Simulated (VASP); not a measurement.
Write the native input for VASP 6.6.1 that does the following.

```yaml
Task: relaxation of cell and atoms
Functional: PBEsol
Potentials_or_basis: VASP PAW PBE potentials, release 64 (Cd)
Cutoff: 600 eV
k_mesh: 18 × 18 × 4
Occupations: gaussian, width 0.1 eV
Spin: no spin polarisation
Dipole_correction: no
Further_INCAR_settings: ALGO = Fast; EDIFF = 1e-07; IBRION = 2; EDIFFG = -0.01; NSW = 80; ISIF = 3
```

The structure of Cd lies in POSCAR:

```
Cd
1.0
    2.9307864682      0.0000000000      0.0000000000
   -1.4653932341      2.5381355346      0.0000000000
    0.0000000000      0.0000000000     11.3871342585
Cd
4
Direct
    0.0000000000      0.0000000000      0.0000000000
    0.0000000000      0.0000000000      0.5000000000
    0.3333333333      0.6666666667      0.2500000000
    0.6666666667      0.3333333333      0.7500000000
```

These files were run (other wordings do the same):

INCAR

```
PREC = Accurate ; ENCUT = 600
EDIFF = 1E-7 ; ISMEAR = 0
SIGMA = 0.1 ; LREAL = False
LASPH = True ; NELM = 100
ALGO = Fast ; ISIF = 3
LWAVE = False ; LCHARG = False
GGA = PS ; IBRION = 2
NSW = 80 ; EDIFFG = -0.01
```

KPOINTS

```
Automatic mesh
0
Gamma
  18 18 4
```

Potentials or basis: VASP PAW PBE potentials, release 64 (Cd).

Command:

```bash
$ cat potpaw_PBE.64/Cd/POTCAR > POTCAR
$ mpirun -np 1 vasp_std > vasp.out
```

It gave:

The relaxed volume is 21.21 Å³/atom and the relaxed cell is a = 2.952 Å, b = 2.952 Å, c = 11.241 Å, α = 90.00°, β = 90.00°, γ = 120.00°. The space group after relaxing (to 0.1 Å) is P6_3/mmc (No. 194). The energy gained by relaxing is 0.9 meV/atom and the ionic steps are 6. The pressure after relaxing is 0.0 GPa and the band gap on the k mesh is zero (bands 24 and 25 overlap by 4.79 eV).

Caveat: the PAW data sets were made with another functional, which shifts forces and pressure a little.

Wall time 23 min on 1 thread of Intel Xeon 8259CL, with other jobs on the host, peak memory 0.41 GiB.
